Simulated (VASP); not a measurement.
Here is a VASP 6.6.1 calculation.

The input INCAR:

```
PREC = Accurate ; ENCUT = 520
EDIFF = 1E-7 ; ISMEAR = -1
SIGMA = 0.05 ; LREAL = False
LASPH = True ; NELM = 80
ALGO = Normal ; ISIF = 2
LWAVE = False ; LCHARG = False
GGA = PE ; NBANDS = 42
```

KPOINTS

```
Automatic mesh
0
Gamma
  1 1 1
```

File POSCAR:

```
N
1.0
    7.6766930000      0.0000000000      0.0000000000
    0.0000000000      7.6766930000      0.0000000000
    0.0000000000      0.0000000000      7.6766930000
N
12
Direct
    0.8420943758      0.7324898885      0.6016783529
    0.7796977162      0.6987514025      0.7291030135
    0.2275328713      0.4923213681      0.6559725653
    0.3045712522      0.5953735547      0.7169232898
    0.4608364565      0.8386293421      0.1434081055
    0.4888042286      0.9356633123      0.0396785439
    0.7812087835      0.3017184613      0.6208141969
    0.7434190738      0.1856919379      0.5466155804
    0.1253404298      0.8999969127      0.3343757527
    0.0117368247      0.9113168913      0.2475805663
    0.8453119071      0.5286130369      1.0863662257
    0.7988335602      0.4271761291      1.1750632727
```

Potentials or basis: VASP PAW PBE potentials, release 64 (N).

Command:

```bash
$ cat potpaw_PBE.64/N/POTCAR > POTCAR
$ mpirun -np 1 vasp_gam > vasp.out
```

Estimate the pressure.

1.4 GPa.

What does it give for the largest force?

3.302 eV/Å.

Stress tensor (GPa, compression positive):
```
0.99 0.92 0.60
0.92 2.03 0.25
0.60 0.25 1.06
```

Caveat: the k points lie up to 0.82 Å⁻¹ apart; the standard files for N, O and F lose accuracy on very short bonds.
